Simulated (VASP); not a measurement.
BaF2, 3 atoms in the cell. It takes space group Fm-3m (No. 225, cubic). The conventional cell has a = 6.137 Å, b = 6.137 Å, c = 6.137 Å, α = 90.00°, β = 90.00°, γ = 90.00°. Within 3.5 Å of Ba (site symmetry m-3m) lie 8 F at 2.66 Å. F (site symmetry -43m) has 4 Ba at 2.66 Å and 6 F at 3.07 Å within 3.5 Å. 

| Item | Value |
| --- | --- |
| Program | VASP 6.6.1 |
| Task | elastic constants |
| Functional | PBEsol |
| Potentials or basis | VASP PAW PBE potentials, release 64 (Ba_sv, F) |
| Cutoff | 600 eV |
| k mesh | 6 × 6 × 6 |
| Occupations | gaussian, width 0.01 eV |
| Spin | no spin polarisation |
| Dipole correction | no |
| Ions in elastic constants | relaxed |
| Further INCAR settings | ALGO = Normal; EDIFF = 1e-08; IBRION = 6; POTIM = 0.015; NSW = 1; ISIF = 3 |

Potentials or basis: VASP PAW PBE potentials, release 64 (Ba_sv, F).

Run with:

```sh
$ cat potpaw_PBE.64/Ba_sv/POTCAR potpaw_PBE.64/F/POTCAR > POTCAR
$ mpirun -np 1 vasp_std > vasp.out
```

Hardware: 1 thread of Intel Xeon 8259CL, with other jobs on the host.

Problem. Estimate the wall time of this run.

Solution. Wall time 16 min on 1 thread of Intel Xeon 8259CL, on a shared host, peak memory 0.31 GiB. Counts: scf iterations 179, k points 16.
